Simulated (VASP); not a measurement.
# Al3Si8N3 in VASP: further runs, part 2 of 2

VASP 6.6.1. Earlier steps stand in the parts before.

**3. Single point, PBE**

INCAR

```
PREC = Accurate
ENCUT = 520
EDIFF = 1E-7
ISMEAR = -1
SIGMA = 0.3447
LREAL = False
LASPH = True
NELM = 100
ALGO = Normal
ISIF = 2
LWAVE = False
LCHARG = False
GGA = PE
NBANDS = 41
ISYM = 0
```

KPOINTS

```
Automatic mesh
0
Gamma
  1 1 1
  0.25 0.25 0.25
```

POSCAR

```
Al3Si8N3
1.0
    5.7732050000     -0.0648510000     -0.2515370000
   -0.0648510000      5.9471390000      0.0684970000
   -0.2515370000      0.0684970000      6.5273540000
Al N Si
3 3 8
Direct
    0.3560225093      0.9779538109     -0.0532261722
    0.1466954014      0.3200356457      0.2048684413
    0.1268774685      0.9972559256      0.5314907601
    0.9374586043      0.4910993191      0.9710675558
    0.6736516041      0.4592352675      0.9420560100
    1.1031494174      0.0377125639      0.1047123685
    0.8989511488      0.6017501639      0.7092283327
    0.9137618564      0.7746723377      0.0930449283
    0.8050438015      0.0070275743      0.7090811889
    0.3959645486      0.5564609780      0.8919064030
    0.7560427535      0.7585789764      0.3898201847
    0.2580393362      0.6053820587      0.4463532368
    0.6428679387      0.1686454971      0.3742414403
    0.5123559217      0.2677758505      0.7117332121
```

Potentials or basis: VASP PAW PBE potentials, release 64 (Al, N, Si).

The run is started by

```bash
$ cat potpaw_PBE.64/Al/POTCAR potpaw_PBE.64/N/POTCAR potpaw_PBE.64/Si/POTCAR > POTCAR
$ mpirun -np 1 vasp_std > vasp.out
```

OUTCAR:

```text
PREC = Accurate
   ENCUT = 520
   EDIFF = 1E-7
   ISMEAR = -1
   LREAL = False
   LASPH = True
   NELM = 100
   ISIF = 2
   GGA = PE
   ISYM = 0

 ion  position               nearest neighbor table
   1  0.356  0.978  0.947-   6 1.90  14 2.49  10 2.56   3 2.92   2 3.01   8 3.02   9 3.13
   2  0.147  0.320  0.205-   6 1.82   4 2.12  12 2.38   3 2.85  10 2.91   1 3.01   8 3.09  13 3.13

   3  0.127  0.997  0.531-   9 2.27  12 2.55  11 2.66   2 2.85  14 2.90   1 2.92   7 2.93  13 3.09

   4  0.937  0.491  0.971-   5 1.53   7 1.82   8 1.89   2 2.12
   5  0.674  0.459  0.942-   4 1.53  10 1.72  14 2.06   7 2.22
   6  0.103  0.038  0.105-   2 1.82   8 1.89   1 1.90
   7  0.899  0.602  0.709-   4 1.82   5 2.22  11 2.36   9 2.48   8 2.73  12 2.80   3 2.93  14 2.96
                            10 3.03
   8  0.914  0.775  0.093-   6 1.89   4 1.89  11 2.21   7 2.73   9 2.87   1 3.02  12 3.09   2 3.09

   9  0.805  0.007  0.709-   3 2.27  14 2.32   7 2.48  13 2.49  11 2.58   8 2.87   1 3.13
  10  0.396  0.556  0.892-   5 1.72  14 2.25   1 2.56   2 2.91  12 2.96   7 3.03
  11  0.756  0.759  0.390-   8 2.21   7 2.36  13 2.54   9 2.58   3 2.66  12 3.05  12 3.05
  12  0.258  0.605  0.446-   2 2.38   3 2.55   7 2.80  14 2.96  10 2.96  11 3.05  11 3.05   8 3.09

  13  0.643  0.169  0.374-  14 2.48   9 2.49  11 2.54   3 3.09   2 3.13
  14  0.512  0.268  0.712-   5 2.06  10 2.25   9 2.32  13 2.48   1 2.49   3 2.90   7 2.96  12 2.96

IMPORTANT INFORMATION: All symmetrisations will be switched off!
NOSYMM: (Re-)initialisation of all symmetry stuff for point group C_1.

----------------------------------------------------------------------------------------

                                     Primitive cell

  volume of cell :     223.6819

  direct lattice vectors                    reciprocal lattice vectors
     5.773205000 -0.064851000 -0.251537000     0.173524922  0.001815417  0.006667876
    -0.064851000  5.947139000  0.068497000     0.001815417  0.168187398 -0.001694973
    -0.251537000  0.068497000  6.527354000     0.006667876 -0.001694973  0.153476174

  length of vectors
     5.779045984  5.947887001  6.532557917     0.173662474  0.168205735  0.153630301

[... 122 lines left out ...]
  ext. energy  EPLUGINS =         0.00000000
  ---------------------------------------------------
  free energy    TOTEN  =       -73.52548062 eV

  energy without entropy =      -71.63803912  energy(sigma->0) =      -72.58175987

 E-fermi :   6.9294     XC(G=0): -10.0608

 val. band max:        6.7413016592   @ k =   0.2500   0.2500   0.2500
 cond. band min:       7.2678449135   @ k =   0.2500   0.2500   0.2500
 fundamental gap:      0.5265432543
 Fermi energy:         6.9294222390

 k-point     1 :       0.2500    0.2500    0.2500
  band No.  band energies     occupation
      1     -12.9029      2.00000
      2      -8.5551      2.00000
      3      -7.8516      2.00000
      4      -4.9643      2.00000
      5      -3.2495      2.00000
      6      -2.9808      2.00000
[... 32 lines left out ...]
     39      10.4487      0.00007
     40      10.7586      0.00003
 [bands above 40 left out]

------------------------ aborting loop because EDIFF is reached ----------------------------------------

  FORCE on cell =-STRESS in cart. coord.  units (eV):
  Direction    XX          YY          ZZ          XY          YZ          ZX
  --------------------------------------------------------------------------------------
  -------------------------------------------------------------------------------------
  Total       -0.1695661      1.2063454      3.1039498     -6.5541492      1.5496349     -2.5882997
  in kB       -1.2145595      8.6407482     22.2328106    -46.9457202     11.0996441    -18.5393389
  external PRESSURE =       9.8863331 kB  Pullay stress =       0.0000000 kB

 VOLUME and BASIS-vectors are now :
 -----------------------------------------------------------------------------
  energy-cutoff  :      520.00
  volume of cell :      223.68
      direct lattice vectors                 reciprocal lattice vectors
     5.773205000 -0.064851000 -0.251537000     0.173524922  0.001815417  0.006667876
    -0.064851000  5.947139000  0.068497000     0.001815417  0.168187398 -0.001694973
    -0.251537000  0.068497000  6.527354000     0.006667876 -0.001694973  0.153476174

 POSITION                                       TOTAL-FORCE (eV/Angst)
 -----------------------------------------------------------------------------------
      1.75382      5.85779      6.15736         0.107799     -0.386653      0.717126
      0.77462      1.90782      1.32227        -0.819766      0.241812     -1.210839
      0.53413      5.95900      3.50562         1.904653      0.352026     -1.393384
      5.13603      2.92636      6.13633        -0.127405      1.010094      1.749578
      3.62239      2.75198      6.01114         0.320323     -1.806516     -1.352304
      0.56672      0.22476      0.66013        -0.473536     -2.035868     -0.449954
      4.97241      3.56897      4.44448         1.031768     -0.329060     -0.026979
      5.20169      4.55420      0.43055         1.296592      1.907465     -1.453740
      4.46887      0.03816      4.42641        -0.460464     -0.759215      1.876834
      2.02555      3.34477      5.76031        -1.075427      2.047422      1.371589
      4.21754      4.48905      2.40628        -2.336948     -0.211876      0.170472
      1.33818      3.61413      2.89007         0.484885      0.088807      1.117479
      3.60634      0.98690      2.29265        -0.115828      0.086969     -0.241159
      2.76154      1.60802      4.53520         0.263356     -0.205406     -0.874721
 -----------------------------------------------------------------------------------
    total drift:                               -0.000232     -0.000257      0.000408

  FREE ENERGIE OF THE ION-ELECTRON SYSTEM (eV)
  ---------------------------------------------------
  free  energy   TOTEN  =       -73.5254806192 eV

  energy  without entropy=      -71.6380391206  energy(sigma->0) =      -72.58175987
```

Wall time 16 s (1 thread of AMD EPYC 9R45 (Zen 5), shared host); peak memory 0.29 GiB.

What came out:

| Item | Value |
| --- | --- |
| Free energy | -73.5255 eV |
| Pressure | 1.0 GPa |
| Largest force | 2.726 eV/Å |
| Band gap on the k mesh | 0.53 eV |

Forces on the atoms (eV/Å):
```
Al   0.108 -0.387  0.717
Al  -0.820  0.242 -1.211
Al   1.905  0.352 -1.393
N   -0.127  1.010  1.750
N    0.320 -1.807 -1.352
N   -0.474 -2.036 -0.450
Si   1.032 -0.329 -0.027
Si   1.297  1.907 -1.454
Si  -0.460 -0.759  1.877
Si  -1.075  2.047  1.372
Si  -2.337 -0.212  0.170
Si   0.485  0.089  1.117
Si  -0.116  0.087 -0.241
Si   0.263 -0.205 -0.875
```

Caveat: the k points lie up to 1.09 Å⁻¹ apart.

**4. Single point, PBE**

INCAR

```
SYSTEM = Al3Si8N3
PREC = Accurate ; ENCUT = 520
EDIFF = 1E-7 ; ISMEAR = -1
SIGMA = 0.3447 ; LREAL = .False.
LASPH = .True. ; NELM = 80
ALGO = Normal ; ISIF = 2
LWAVE = .False. ; LCHARG = .False.
GGA = PE ; ISYM = 0
NBANDS = 41
```

KPOINTS is that of step 3.

POSCAR

```
Al3Si8N3
1.0
    5.7732050000     -0.0648510000     -0.2515370000
   -0.0648510000      5.9471390000      0.0684970000
   -0.2515370000      0.0684970000      6.5273540000
Al N Si
3 3 8
Direct
    0.4390867015      0.8872918975      0.1431152223
    0.0885246689      0.0861666138      0.3158106754
    0.0773428907      0.9664327609      0.7245543683
    0.8707796983      0.2752868804      1.1684685690
    0.7464315657      0.2693112635      0.9821352026
    1.1835659202     -0.1434626404      0.1778719802
    0.8637699122      0.4743738709      0.8037869411
    1.0493662407      0.6021360800      0.1132529232
    0.7158582197     -0.1710166628      0.8931046114
    0.3312064987      0.4953692037      0.8682652090
    0.6992268117      0.6756391755      0.5178397185
    0.1993747691      0.5222100688      0.4974201351
    0.5830878603      0.2016059638      0.3939317168
    0.4957085632      0.1790049666      0.7866735498
```

The run is started by

```bash
$ cat potpaw_PBE.64/Al/POTCAR potpaw_PBE.64/N/POTCAR potpaw_PBE.64/Si/POTCAR > POTCAR
$ mpirun -np 1 vasp_std > vasp.out
```

Wall time 16 s (1 thread of AMD EPYC 9R45 (Zen 5), shared host); peak memory 0.29 GiB.

Results (log left out):

```
Free energy            : -72.2792 eV
Pressure               : 4.1 GPa
Largest force          : 11.748 eV/Å
Band gap on the k mesh : 0.41 eV
```

Forces in eV/Å, atoms in the order of the input:
```
Al   11.545   1.373  -1.687
Al   -0.386   1.468   1.621
Al    0.008   0.130  -0.614
N    -0.279   0.875   0.235
N     0.282   0.360  -0.660
N   -10.750  -1.454   1.472
Si    1.249  -1.195  -0.974
Si   -0.230  -0.936   1.145
Si    0.075   0.448  -0.833
Si   -1.599   1.653   0.420
Si    0.208   0.230  -1.004
Si   -0.338  -1.039   0.373
Si   -0.263   0.519   0.717
Si    0.477  -2.432  -0.212
```

Stress tensor (GPa, compression positive):
```
10.35 -3.48 -2.49
-3.48  4.45  2.68
-2.49  2.68 -2.58
```

Levels at points of the mesh, in eV from the valence-band top:
```csv
k point,band 25,band 26,band 27,band 28,band 29,band 30,band 31,band 32
"(0.25, 0.25, 0.25)",-1.10,-0.75,-0.28,0.00,0.41,0.84,1.14,1.63
```

Caveat: the k points lie up to 1.09 Å⁻¹ apart.
